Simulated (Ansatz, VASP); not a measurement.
# SiO2: VASP beside Ansatz

```
Si O
1.0
     4.23597    0.00000    0.00000
     0.00000    4.23597    0.00000
     0.00000    0.00000    2.69056
Si O
2 4
Direct
  0.00000 0.00000 0.00000
  0.50000 0.50000 0.50000
  0.30697 0.30697 0.00000
  0.19303 0.80697 0.50000
  0.69303 0.69303 0.00000
  0.80697 0.19303 0.50000
```

Alike in both runs: task relaxation of cell and atoms; functional PBE; dispersion D3(BJ); k mesh 6 × 6 × 8; occupations gaussian, width 0.02 eV; no spin polarisation.

|  | VASP | Ansatz |
| --- | --- | --- |
| version | VASP 6.6.1 | Ansatz 0.2.0 |
| potentials or method | VASP PAW PBE potentials, release 64 (Si, O), cutoff 600 eV | scalar-relativistic, plane waves, PAW |
| valence electrons in the cell | 32 | 32 |

|  | VASP | Ansatz | Ansatz less VASP |
| --- | --- | --- | --- |
| gap on the k mesh at the Fermi level, each at its own relaxed structure (eV) | 5.30 | 5.30 | +0.001 |
| relaxed volume (Å³/atom) | 7.89 | 7.90 | +0.012 |
| relaxed length of the cell vector where the two differ most in proportion (Å) | 4.200 | 4.204 | +0.0048 |
